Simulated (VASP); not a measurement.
Input of a VASP 6.6.1 run:

The input POSCAR:

```
Pd
1.0
    0.0000000000      2.0421450000      1.8476550000
    2.0421450000      0.0000000000      1.8476550000
    2.0421450000      2.0421450000      0.0000000000
Pd
1
Direct
    0.0000000000      0.0000000000      0.0000000000
```

INCAR.step1

```
PREC     = Accurate       # precision mode
ENCUT    = 520            # plane-wave cutoff, eV
ISMEAR   = 0              # smearing method
SIGMA    = 0.15           # smearing width, eV
LREAL    = F              # projectors in reciprocal space
LASPH    = T              # aspherical terms in the spheres
NELM     = 100            # most SCF steps
NBANDS   = 11             # bands
GGA      = PE             # functional
ALGO     = Normal         # electronic algorithm
EDIFF    = 1E-4           # SCF threshold, eV
LWAVE    = T              # write WAVECAR
LCHARG   = F              # write CHGCAR
```

The input INCAR.step2:

```
PREC     = Accurate       # precision mode
ENCUT    = 520            # plane-wave cutoff, eV
EDIFF    = 1E-7           # SCF threshold, eV
ISMEAR   = 0              # smearing method
SIGMA    = 0.15           # smearing width, eV
LREAL    = F              # projectors in reciprocal space
LASPH    = T              # aspherical terms in the spheres
NELM     = 100            # most SCF steps
ALGO     = Normal         # electronic algorithm
ISIF     = 2              # what is computed and relaxed
LWAVE    = F              # write WAVECAR
LCHARG   = T              # write CHGCAR
METAGGA  = R2SCAN         # meta-GGA
LMIXTAU  = T            
LELF     = T              # ELF
LVHAR    = T            
NBANDS   = 11             # bands
ISTART   = 1
```

KPOINTS

```
regular mesh
0
Gamma
  20 20 20
```

Potentials or basis: VASP PAW PBE potentials, release 64 (Pd).

Launch:

```bash
$ cat potpaw_PBE.64/Pd/POTCAR > POTCAR
$ cp INCAR.step1 INCAR
$ mpirun -np 1 vasp_std > vasp.out
$ cp INCAR.step2 INCAR
$ mpirun -np 1 vasp_std > vasp.out
```

Problem. What does it give for the pressure?

Solution. -4.5 GPa.

Problem. Estimate the band gap on the k mesh.

Solution. Zero (band 5 reaches 9.41 eV, above the bottom of band 6 at 7.60 eV).

Stress tensor (GPa, compression positive):
```
-5.19  0.00  0.00
 0.00 -5.19  0.00
 0.00  0.00 -3.14
```

Caveat: the cell differs from its parent crystal (strain +0.050 along x and y, -0.050 along z); the PAW data sets were made with another functional, which shifts forces and pressure a little.
